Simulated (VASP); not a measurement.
# MgBe2I6 (R-3) in VASP: notebook, part 2 of 2

VASP 6.6.1. The steps go on from the part before.

**4. Relaxation of cell and atoms, PBE**

This run uses another cell than the first one, of 32.93 Å³/atom, 0.796 times its volume.

The input, INCAR:

```
ALGO     = Normal         # electronic algorithm
EDIFF    = 1E-6           # SCF threshold, eV
EDIFFG   = -0.04          # ionic threshold
ENCUT    = 600            # plane-wave cutoff, eV
GGA      = PE             # functional
IBRION   = 2              # ionic algorithm
ISIF     = 3              # what is computed and relaxed
ISMEAR   = 0              # smearing method
LASPH    = T              # aspherical terms in the spheres
LCHARG   = F              # write CHGCAR
LREAL    = F              # projectors in reciprocal space
LWAVE    = F              # write WAVECAR
NELM     = 100            # most SCF steps
NSW      = 90             # ionic steps
PREC     = Accurate       # precision mode
SIGMA    = 0.1            # smearing width, eV
```

The input, KPOINTS:

```
k-points
0
Gamma
  4 4 4
```

The input, POSCAR:

```
MgBe2I6
1.0
    3.7419131300      2.1603945600      6.1105185600
   -3.7419131300      2.1603945600      6.1105185600
    0.0000000000     -4.3207891100      6.1105185600
Mg Be I
1 2 6
Direct
    0.0000000000      0.0000000000      0.0000000000
    0.7500000000      0.7500000000      0.7500000000
    0.2500000000      0.2500000000      0.2500000000
    0.2466403100      0.6877921400      0.8189272400
    0.6877921400      0.8189272400      0.2466403100
    0.8189272400      0.2466403100      0.6877921400
    0.7533596900      0.3122078600      0.1810727600
    0.3122078600      0.1810727600      0.7533596900
    0.1810727600      0.7533596900      0.3122078600
```

The run is started by

```sh
> cat potpaw_PBE.64/Mg/POTCAR potpaw_PBE.64/Be/POTCAR potpaw_PBE.64/I/POTCAR > POTCAR
> mpirun -np 1 vasp_std > vasp.out
```

It took 38 min on 1 thread of AMD EPYC 9R45 (Zen 5), shared host; peak memory 0.61 GiB.

The run converged. Its results:

* Free energy: -24.0563 eV
* Relaxed volume: 39.64 Å³/atom
* Relaxed cell: a = 8.926 Å, b = 8.926 Å, c = 8.926 Å, α = 47.74°, β = 47.74°, γ = 47.74°
* Space group after relaxing (to 0.05 Å): R-3 (No. 148)
* Energy gained by relaxing: 1006.3 meV/atom
* Ionic steps: 29
* Pressure after relaxing: 0.0 GPa
* Largest force after relaxing: 0.040 eV/Å
* Band gap on the k mesh: 3.21 eV, indirect (least direct gap 3.31 eV)

Forces in eV/Å, atoms in the order of the input:
```
Mg   0.000  0.000  0.000
Be   0.000  0.000  0.009
Be   0.000  0.000 -0.009
I   -0.017  0.020  0.029
I    0.026  0.005  0.029
I   -0.008 -0.025  0.029
I    0.017 -0.020 -0.029
I   -0.026 -0.005 -0.029
I    0.008  0.025 -0.029
```

Step by step:
```tsv
step	energy change (eV)	largest force (eV/Å)	pressure (GPa)	volume (Å³)
1	0.0000	1.9878	1.34	296.38
2	-1.4604	1.7840	-1.02	308.07
3	-4.1862	2.0299	-4.15	341.37
4	-5.1193	1.4238	-1.43	400.31
5	-5.3011	2.0543	-3.66	375.62
6	-6.3387	1.5147	-1.54	358.03
7	-6.4017	1.3049	-0.58	352.81
8	-6.8963	1.1305	-0.65	347.86
9	-7.9775	0.7873	-0.47	331.99
10	-8.3443	0.4971	1.99	295.45
11	-8.5084	0.5885	0.80	308.31
12	-8.6352	0.3258	-0.49	318.51
13	-8.6388	0.3292	-0.71	320.55
14	-8.7484	0.3072	-0.41	319.58
15	-8.8566	0.3378	0.41	317.35
16	-8.8575	0.3415	0.52	317.07
17	-8.9069	0.3210	0.29	324.13
18	-8.9764	0.2434	-0.22	344.39
19	-8.9794	0.2247	-0.31	348.65
20	-9.0008	0.1770	0.21	346.51
21	-9.0012	0.1711	0.29	346.21
22	-9.0157	0.1416	0.25	347.18
23	-9.0445	0.0479	0.15	350.11
24	-9.0308	0.1935	-0.06	356.00
25	-9.0508	0.0719	0.08	352.18
26	-9.0528	0.0626	0.04	353.44
27	-9.0557	0.0488	-0.09	357.24
28	-9.0568	0.0452	0.06	356.67
29	-9.0569	0.0396	0.03	356.76
```

Final structure:
```
Mg Be I
1.0
     3.61247    2.08566    7.89180
    -3.61247    2.08566    7.89180
     0.00000   -4.17132    7.89180
Mg Be I
1 2 6
Direct
  0.00000 0.00000 0.00000
  0.73479 0.73479 0.73479
  0.26521 0.26521 0.26521
  0.24060 0.58528 0.94655
  0.58528 0.94655 0.24060
  0.94655 0.24060 0.58528
  0.75940 0.41472 0.05345
  0.41472 0.05345 0.75940
  0.05345 0.75940 0.41472
```

Levels at points of the mesh, in eV from the valence-band top:
| k point | band 22 | band 23 | band 24 | band 25 | band 26 | band 27 |
| --- | --- | --- | --- | --- | --- | --- |
| (0.00, 0.00, 0.00) | -0.26 | 0.00 | 0.00 | 3.37 | 3.77 | 4.36 |
| (0.50, 0.00, 0.00) | -0.51 | -0.21 | -0.16 | 3.61 | 4.13 | 4.56 |
| (0.50, 0.50, 0.50) | -0.20 | -0.09 | -0.09 | 3.21 | 3.97 | 4.75 |
| (0.50, 0.50, 0.00) | -0.37 | -0.30 | -0.21 | 3.71 | 4.37 | 4.49 |

Caveat: the volume moved by over 15 % at a fixed basis, so the end points are rough; spin-orbit coupling is left out, which moves the levels of the heavy elements. PBE gaps usually lie below the measured ones, often by a third to a half.

**5. Relaxation of cell and atoms, PBE**

This run uses another cell than the first one, of 40.15 Å³/atom, 0.971 times its volume.

The input, INCAR:

```
SYSTEM = MgBe2I6
PREC = Accurate ; ENCUT = 600
EDIFF = 1E-6 ; ISMEAR = 0
SIGMA = 0.02 ; LREAL = .FALSE.
LASPH = .TRUE. ; NELM = 100
ALGO = Normal ; ISIF = 3
LWAVE = .FALSE. ; LCHARG = .FALSE.
GGA = PE ; IBRION = 2
NSW = 100 ; EDIFFG = -0.01
```

The input, KPOINTS:

```
Automatic mesh
0
G
  6 6 6
  0 0 0
```

The input, POSCAR:

```
MgBe2I6
1.0
    3.6115022766      2.0851018116      7.9979625231
   -3.6115022766      2.0851018116      7.9979625231
    0.0000000000     -4.1702036231      7.9979625231
Mg Be I
1 2 6
Direct
    0.0000000000      0.0000000000      0.0000000000
    0.2655917533      0.2655917533      0.2655917533
    0.7344082467      0.7344082467      0.7344082467
    0.0529955624      0.4132365244      0.7575772375
    0.7575772375      0.0529955624      0.4132365244
    0.4132365244      0.7575772375      0.0529955624
    0.9470044376      0.5867634756      0.2424227625
    0.2424227625      0.9470044376      0.5867634756
    0.5867634756      0.2424227625      0.9470044376
```

The run is started by

```sh
> cat potpaw_PBE.64/Mg/POTCAR potpaw_PBE.64/Be/POTCAR potpaw_PBE.64/I/POTCAR > POTCAR
> mpirun -np 1 vasp_std > vasp.out
```

Wall time 66 min (1 thread of Intel Xeon 6975P-C (Granite Rapids), shared host); peak memory 1.1 GiB.

The run converged. Its results:

```
Free energy                            : -24.0643 eV
Relaxed volume                         : 40.74 Å³/atom
Relaxed cell                           : a = 9.119 Å, b = 9.119 Å, c = 9.119 Å, α = 46.69°, β = 46.69°, γ = 46.69°
Space group after relaxing (to 0.05 Å) : R-3 (No. 148)
Energy gained by relaxing              : 0.2 meV/atom
Ionic steps                            : 14
Pressure after relaxing                : 0.0 GPa
Largest force after relaxing           : 0.006 eV/Å
Band gap on the k mesh                 : 3.27 eV, indirect (least direct gap 3.33 eV)
```

Forces on the atoms (eV/Å):
```
Mg   0.000  0.000  0.000
Be   0.000  0.000  0.000
Be   0.000  0.000  0.000
I   -0.003  0.003 -0.004
I   -0.001 -0.005 -0.004
I    0.004  0.001 -0.004
I    0.003 -0.003  0.004
I    0.001  0.005  0.004
I   -0.004 -0.001  0.004
```

Step by step:
| step | energy change (eV) | largest force (eV/Å) | pressure (GPa) | volume (Å³) |
| --- | --- | --- | --- | --- |
| 1 | 0.0000 | 0.0134 | 0.02 | 361.36 |
| 2 | -0.0001 | 0.0121 | 0.00 | 361.60 |
| 3 | -0.0001 | 0.0128 | -0.02 | 362.02 |
| 4 | -0.0001 | 0.0130 | -0.02 | 362.06 |
| 5 | -0.0002 | 0.0135 | -0.02 | 362.20 |
| 6 | -0.0003 | 0.0141 | -0.02 | 362.48 |
| 7 | -0.0005 | 0.0158 | -0.02 | 363.03 |
| 8 | -0.0008 | 0.0198 | -0.01 | 364.14 |
| 9 | -0.0006 | 0.0290 | 0.00 | 366.35 |
| 10 | -0.0008 | 0.0223 | -0.01 | 364.79 |
| 11 | -0.0011 | 0.0134 | 0.03 | 364.98 |
| 12 | -0.0012 | 0.0128 | 0.05 | 365.12 |
| 13 | -0.0014 | 0.0104 | 0.04 | 365.51 |
| 14 | -0.0017 | 0.0062 | 0.01 | 366.69 |

Final structure:
```yaml
crystal:
  lattice:
    - [3.61317, 2.08606, 8.10834]
    - [-3.61317, 2.08606, 8.10834]
    - [0.00000, -4.17213, 8.10834]
  atoms:
    - { symbol: Mg, position: [0.00000, 0.00000, 0.00000] }
    - { symbol: Be, position: [0.26691, 0.26691, 0.26691] }
    - { symbol: Be, position: [0.73309, 0.73309, 0.73309] }
    - { symbol: I, position: [0.05141, 0.41195, 0.75741] }
    - { symbol: I, position: [0.75741, 0.05141, 0.41195] }
    - { symbol: I, position: [0.41195, 0.75741, 0.05141] }
    - { symbol: I, position: [0.94859, 0.58805, 0.24259] }
    - { symbol: I, position: [0.24259, 0.94859, 0.58805] }
    - { symbol: I, position: [0.58805, 0.24259, 0.94859] }
```

Levels at points of the mesh, in eV from the valence-band top:
| k point | band 20 | band 21 | band 22 | band 23 | band 24 | band 25 | band 26 | band 27 | band 28 | band 29 |
| --- | --- | --- | --- | --- | --- | --- | --- | --- | --- | --- |
| (0.00, 0.00, 0.00) | -0.55 | -0.24 | -0.24 | 0.00 | 0.00 | 3.37 | 3.81 | 4.36 | 5.12 | 5.95 |
| (0.50, 0.00, 0.00) | -0.53 | -0.53 | -0.49 | -0.21 | -0.17 | 3.65 | 4.16 | 4.58 | 5.10 | 5.21 |
| (0.50, 0.50, 0.00) | -0.64 | -0.54 | -0.38 | -0.27 | -0.21 | 3.73 | 4.37 | 4.52 | 5.02 | 5.11 |
| (0.50, 0.50, 0.50) | -0.72 | -0.20 | -0.20 | -0.07 | -0.07 | 3.27 | 3.97 | 4.74 | 4.98 | 5.95 |

Caveat: spin-orbit coupling is left out, which moves the levels of the heavy elements. A k mesh can miss the band edges.

**6. Single point, PBE**

This run uses another cell than the first one, of 32.93 Å³/atom, 0.796 times its volume.

The input, INCAR:

```
ALGO     = Normal         # electronic algorithm
EDIFF    = 1E-6           # SCF threshold, eV
ENCUT    = 520            # plane-wave cutoff, eV
GGA      = PE             # functional
ISIF     = 2              # what is computed and relaxed
ISMEAR   = 0              # smearing method
LASPH    = True           # aspherical terms in the spheres
LCHARG   = False          # write CHGCAR
LREAL    = False          # projectors in reciprocal space
LWAVE    = False          # write WAVECAR
NBANDS   = 34             # bands
NELM     = 60             # most SCF steps
PREC     = Accurate       # precision mode
SIGMA    = 0.1            # smearing width, eV
```

The input, KPOINTS:

```
k-points
0
Gamma
  4 4 4
```

The input, POSCAR:

```
MgBe2I6
1.0
    3.7419131300      2.1603945600      6.1105185600
   -3.7419131300      2.1603945600      6.1105185600
    0.0000000000     -4.3207891100      6.1105185600
Mg Be I
1 2 6
Direct
    0.0000000000      0.0000000000      0.0000000000
    0.7500000000      0.7500000000      0.7500000000
    0.2500000000      0.2500000000      0.2500000000
    0.2466403100      0.6877921400      0.8189272400
    0.6877921400      0.8189272400      0.2466403100
    0.8189272400      0.2466403100      0.6877921400
    0.7533596900      0.3122078600      0.1810727600
    0.3122078600      0.1810727600      0.7533596900
    0.1810727600      0.7533596900      0.3122078600
```

Potentials or basis: VASP PAW PBE potentials, release 64 (Mg, Be, I).

The run is started by

```sh
> cat potpaw_PBE.64/Mg/POTCAR potpaw_PBE.64/Be/POTCAR potpaw_PBE.64/I/POTCAR > POTCAR
> mpirun -np 1 vasp_std > vasp.out
```

Run time: 3.1 min. Hardware: 1 thread of Intel Xeon Platinum 8259CL at 2.50GHz (Skylake/Cascade Lake), shared host; peak memory 0.49 GiB.

Results (log left out):

```
Free energy            : -14.9993 eV
Pressure               : 1.3 GPa
Largest force          : 1.988 eV/Å
Band gap on the k mesh : 0.13 eV, direct
```

Forces in eV/Å, atoms in the order of the input:
```
Mg   0.000  0.000  0.000
Be   0.000  0.000  0.045
Be   0.000  0.000 -0.045
I    1.565 -0.988 -0.724
I   -1.638 -0.862 -0.724
I    0.073  1.850 -0.724
I   -1.565  0.988  0.724
I    1.638  0.862  0.724
I   -0.073 -1.850  0.724
```

Stress tensor (GPa, compression positive):
```
-0.53  0.00  0.00
 0.00 -0.53  0.00
 0.00  0.00  5.07
```

Levels at points of the mesh, in eV from the valence-band top:
| k point | band 22 | band 23 | band 24 | band 25 | band 26 | band 27 |
| --- | --- | --- | --- | --- | --- | --- |
| (0.00, 0.00, 0.00) | -0.08 | 0.00 | 0.00 | 0.13 | 0.56 | 3.34 |
| (0.50, 0.00, 0.00) | -0.52 | -0.16 | -0.15 | 0.40 | 0.50 | 2.51 |
| (0.50, 0.50, 0.50) | -0.38 | -0.29 | -0.29 | 0.80 | 0.84 | 2.15 |
| (0.50, 0.50, 0.00) | -0.38 | -0.35 | -0.33 | 0.27 | 0.85 | 2.41 |

Caveat: spin-orbit coupling is left out, which moves the levels of the heavy elements; forces of over 1 eV/Å act on the atoms, so gaps and moduli don't describe the material at rest. A k mesh can miss the band edges.

**7. Overview**

```tsv
task	cell	k mesh	cutoff (eV)	smearing	gap on the mesh (eV)	pressure (GPa)	relaxed volume (Å³/atom)	largest force (eV/Å)
single point	a = 9.223 Å, angles 46.1°, 9 atoms	6 × 6 × 6	520	gaussian 0.02 eV	3.29	0.0	-	0.02
single point	a = 9.020 Å, angles 47.2°, 9 atoms	4 × 4 × 4	520	gaussian 0.1 eV	3.24	0.0	-	0.01
relaxation of cell and atoms	relaxed from a = 7.484 Å, angles 60.0°, 9 atoms	4 × 4 × 4	600	gaussian 0.1 eV	3.21	0.0	39.64	0.04
relaxation of cell and atoms	relaxed from a = 9.020 Å, angles 47.2°, 9 atoms	6 × 6 × 6	600	gaussian 0.02 eV	3.27	0.0	40.74	0.01
single point	a = 7.484 Å, angles 60.0°, 9 atoms	4 × 4 × 4	520	gaussian 0.1 eV	0.13	1.3	-	1.99
```

Alike in all rows: level PBE; potentials or basis VASP PAW PBE potentials, release 64 (Mg, Be, I); no spin polarisation.

Caveats: spin-orbit coupling is left out, which moves the levels of the heavy elements; the volume moved by over 15 % at a fixed basis, so the end points are rough (some runs); forces of over 1 eV/Å act on the atoms, so gaps and moduli don't describe the material at rest (some runs).

Absolute energies hang on the potentials; compare differences alone.
